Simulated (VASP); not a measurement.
Input of a VASP 6.6.1 run:

INCAR

```
SYSTEM = Zn2GeO3
ALGO     = Normal         ! electronic algorithm
EDIFF    = 1E-7           ! SCF threshold, eV
ENCUT    = 520            ! plane-wave cutoff, eV
GGA      = PE             ! functional
ISIF     = 2              ! what is computed and relaxed
ISMEAR   = 0              ! smearing method
LASPH    = .True.         ! aspherical terms in the spheres
LCHARG   = .True.         ! write CHGCAR
LELF     = .True.         ! ELF
LREAL    = .False.        ! projectors in reciprocal space
LVHAR    = .True.       
LWAVE    = .False.        ! write WAVECAR
NBANDS   = 37             ! bands
NELM     = 100            ! most SCF steps
PREC     = Accurate       ! precision mode
SIGMA    = 0.1            ! smearing width, eV
```

File KPOINTS:

```
k-points
0
Gamma
  6 6 2
  0 0 0
```

The input POSCAR:

```
Zn2GeO3
1.0
    2.8367957562      0.0000000000      0.0000000000
    0.0000000000      2.8367957562      0.0000000000
    0.0000000000      0.0000000000      9.2514835403
Zn Ge O
2 1 3
Direct
    0.5000000000      0.5000000000      0.6999026720
    0.5000000000      0.5000000000      0.3000973280
    0.0000000000      0.0000000000      0.0000000000
    0.0000000000      0.0000000000      0.7818550602
    0.0000000000      0.0000000000      0.2181449398
    0.5000000000      0.5000000000      0.5000000000
```

Potentials or basis: VASP PAW PBE potentials, release 64 (Zn, Ge_d, O).

Command:

```bash
$ cat potpaw_PBE.64/Zn/POTCAR potpaw_PBE.64/Ge_d/POTCAR potpaw_PBE.64/O/POTCAR > POTCAR
$ mpirun -np 1 vasp_std > vasp.out
```

Q: Predict the pressure.

A: 0.8 GPa.

Q: Estimate the largest force.

A: 0.085 eV/Å.

Q: What does it give for the band gap on the k mesh?

A: Zero (bands 28 and 29 overlap by 0.47 eV).

Stress tensor (GPa, compression positive):
```
0.37 0.00 0.00
0.00 0.37 0.00
0.00 0.00 1.54
```

Caveat: the k points lie up to 0.37 Å⁻¹ apart.
